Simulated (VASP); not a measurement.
Input of a VASP 6.6.1 run:

File INCAR:

```
SYSTEM = BaTiO3
PREC = Accurate ; ENCUT = 520
EDIFF = 1E-7 ; ISMEAR = -1
SIGMA = 0.02 ; LREAL = .FALSE.
LASPH = .TRUE. ; NELM = 60
ALGO = Normal ; ISIF = 2
LWAVE = .FALSE. ; LCHARG = .FALSE.
GGA = PE ; NBANDS = 28
```

The input KPOINTS:

```
regular mesh
0
G
  5 5 5
  0 0 0
```

POSCAR

```
BaTiO3
1.0
    2.8273666084      1.6323808724      2.3183934932
   -2.8273666084      1.6323808724      2.3183934932
    0.0000000000     -3.2647617449      2.3183934932
Ba Ti O
1 1 3
Direct
   -0.0024129777     -0.0024129777     -0.0024129777
    0.4857229253      0.4857229253      0.4857229253
    0.5097979682      0.5097979682      0.0162941160
    0.0162941160      0.5097979682      0.5097979682
    0.5097979682      0.0162941160      0.5097979682
```

Potentials or basis: VASP PAW PBE potentials, release 64 (Ba_sv, Ti_sv, O).

The run is started by

```bash
$ cat potpaw_PBE.64/Ba_sv/POTCAR potpaw_PBE.64/Ti_sv/POTCAR potpaw_PBE.64/O/POTCAR > POTCAR
$ mpirun -np 1 vasp_std > vasp.out
```

Q: Estimate the pressure.

A: 6.4 GPa.

Q: What does it give for the band gap on the k mesh?

A: 2.43 eV, indirect (least direct gap 2.70 eV).

Q: Estimate the largest force.

A: 0.059 eV/Å.

Forces on the atoms (eV/Å):
```
Ba   0.000  0.000  0.034
Ti   0.000  0.000  0.059
O    0.000  0.020 -0.031
O   -0.018 -0.010 -0.031
O    0.018 -0.010 -0.031
```

Caveat: spin-orbit coupling is left out, which moves the levels of the heavy elements. A k mesh can miss the band edges.
